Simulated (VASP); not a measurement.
Input of a VASP 6.6.1 run:

The input POSCAR:

```
TlPbF3
1.0
    4.7781906825      0.0000000000      0.0000000000
    0.0000000000      4.7781906825      0.0000000000
    0.0000000000      0.0000000000      4.7781906825
Tl Pb F
1 1 3
Direct
    0.0000000000      0.0000000000      0.0000000000
    0.5000000000      0.5000000000      0.5000000000
    0.5000000000      0.5000000000      0.0000000000
    0.5000000000      0.0000000000      0.5000000000
    0.0000000000      0.5000000000      0.5000000000
```

The input INCAR.step1:

```
SYSTEM = TlPbF3
PREC = Accurate ; ENCUT = 520
ISMEAR = 0 ; SIGMA = 0.01
LREAL = .False. ; LASPH = .True.
NELM = 80 ; NBANDS = 32
GGA = PE ; ALGO = Normal
EDIFF = 1E-4 ; LWAVE = .True.
LCHARG = .False.
```

File INCAR.step2:

```
SYSTEM = TlPbF3
PREC = Accurate ; ENCUT = 520
EDIFF = 1E-7 ; ISMEAR = 0
SIGMA = 0.01 ; LREAL = .False.
LASPH = .True. ; NELM = 80
ALGO = Normal ; ISIF = 2
LWAVE = .False. ; LCHARG = .True.
METAGGA = R2SCAN ; LMIXTAU = .True.
LELF = .True. ; LVHAR = .True.
NBANDS = 32 ; ISTART = 1
```

File KPOINTS:

```
regular mesh
0
Gamma
  6 6 6
  0 0 0
```

Potentials or basis: VASP PAW PBE potentials, release 64 (Tl_d, Pb_d, F).

Launch:

```sh
$ cat potpaw_PBE.64/Tl_d/POTCAR potpaw_PBE.64/Pb_d/POTCAR potpaw_PBE.64/F/POTCAR > POTCAR
$ cp INCAR.step1 INCAR
$ mpirun -np 1 vasp_std > vasp.out
$ cp INCAR.step2 INCAR
$ mpirun -np 1 vasp_std > vasp.out
```

(1) Estimate the pressure.

(2) Estimate the band gap on the k mesh.

Results:

(1) -0.1 GPa.

(2) 1.86 eV (least direct gap 2.85 eV).

Caveat: the PAW data sets were made with another functional, which shifts forces and pressure a little; spin-orbit coupling is left out, which moves the levels of the heavy elements.
